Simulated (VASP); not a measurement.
Wanted: the native input for a VASP 6.6.1 run.

```yaml
Task: relaxation of cell and atoms
Functional: PBEsol
Potentials_or_basis: VASP PAW PBE potentials, release 64 (Se)
Cutoff: 600 eV
k_mesh: 12 × 12 × 12
Occupations: fermi-dirac, width 0.1 eV
Spin: no spin polarisation
Dipole_correction: no
Further_INCAR_settings: ALGO = Normal; EDIFF = 1e-06; IBRION = 2; EDIFFG = -0.01; NSW = 80; ISIF = 3
```

The structure of Se lies in POSCAR:

```
Se
1.0
    0.0000000000      2.2175113317      2.2175113317
    2.2175113317      0.0000000000      2.2175113317
    2.2175113317      2.2175113317      0.0000000000
Se
1
Direct
    0.0000000000      0.0000000000      0.0000000000
```

One way to write it, as run:

INCAR

```
PREC = Accurate
ENCUT = 600
EDIFF = 1E-6
ISMEAR = -1
SIGMA = 0.1
LREAL = F
LASPH = T
NELM = 80
ALGO = Normal
ISIF = 3
LWAVE = F
LCHARG = F
GGA = PS
IBRION = 2
NSW = 80
EDIFFG = -0.01
```

KPOINTS

```
regular mesh
0
Gamma
  12 12 12
```

Potentials or basis: VASP PAW PBE potentials, release 64 (Se).

Run with:

```bash
$ cat potpaw_PBE.64/Se/POTCAR > POTCAR
$ mpirun -np 1 vasp_std > vasp.out
```

It gave:

```
Relaxed volume                         : 19.32 Å³/atom
Relaxed cell                           : a = 3.012 Å, b = 3.012 Å, c = 3.012 Å, α = 60.00°, β = 60.00°, γ = 60.00°
Space group after relaxing (to 0.05 Å) : Fm-3m (No. 225)
Energy gained by relaxing              : 66.9 meV/atom
Ionic steps                            : 3
Pressure after relaxing                : 0.0 GPa
Band gap on the k mesh                 : zero (band 3 reaches 9.25 eV, above the bottom of band 4 at 3.46 eV)
```

Caveat: the PAW data sets were made with another functional, which shifts forces and pressure a little.

It took 13 s on 1 thread of Intel(R) Xeon(R) 6975P-C (Granite Rapids) (shared host), peak memory 0.16 GiB.
